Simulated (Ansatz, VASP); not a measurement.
TePb in VASP and in Ansatz

INCAR

```
SYSTEM = TePb
PREC = Accurate ; ENCUT = 500
EDIFF = 1E-6 ; ISMEAR = 0
SIGMA = 0.05 ; LREAL = .FALSE.
LASPH = .TRUE. ; NELM = 120
ALGO = Normal ; ISIF = 2
LWAVE = .FALSE. ; LCHARG = .FALSE.
GGA = RE ; NBANDS = 17
GGA_COMPAT = .FALSE.
```

File KPOINTS:

```
regular mesh
0
G
  6 6 6
  0 0 0
```

The input POSCAR:

```
TePb
1.0
    0.0000000000      3.3155697686      3.3155697686
    3.3155697686      0.0000000000      3.3155697686
    3.3155697686      3.3155697686      0.0000000000
Pb Te
1 1
Direct
    0.5000000000      0.5000000000      0.5000000000
    0.0000000000      0.0000000000      0.0000000000
```

Input for Ansatz:

```yaml
crystal:
  lattice:
    - [0.0, 3.3155697686, 3.3155697686]
    - [3.3155697686, 0.0, 3.3155697686]
    - [3.3155697686, 3.3155697686, 0.0]
  atoms:
    - { symbol: Pb, position: [0.5, 0.5, 0.5] }
    - { symbol: Te, position: [0.0, 0.0, 0.0] }
basis:
  ecutwfc: 420
  ecutrho_ratio: 4
kpoints:
  mp_grid: { grid: [6, 6, 6] }
hamiltonian:
  xc: revpbe
scf:
  occupations: { method: gaussian, width: 0.05 }
output:
  forces: true
  stress: true
  eigenvalues: true
```

Alike in both runs: task single point; functional revPBE; k mesh 6 × 6 × 6; occupations gaussian, width 0.05 eV; no spin polarisation.

|  | VASP | Ansatz |
| --- | --- | --- |
| version | VASP 6.6.1 | Ansatz 0.2.0 |
| potentials or method | VASP PAW PBE potentials, release 64 (Pb_d, Te), cutoff 500 eV | scalar-relativistic, plane waves, PAW |
| valence electrons in the cell | 20 | 30 |

Ansatz gave:

```
gap on the k mesh at the Fermi level (eV) : 0.93
least direct gap on the mesh (eV)         : 0.93
pressure (GPa)                            : 0.0
```

Question: Estimate VASP's values.

Answer: gap on the k mesh at the Fermi level (eV): 0.93; least direct gap on the mesh (eV): 0.93; pressure (GPa): -0.1.

VASP's potentials were made for PBE, not for revPBE. VASP's potentials hold 20 valence electrons a cell and Ansatz's 30, so a difference there can come from the potentials and not from the codes.

Spin-orbit coupling is off throughout.
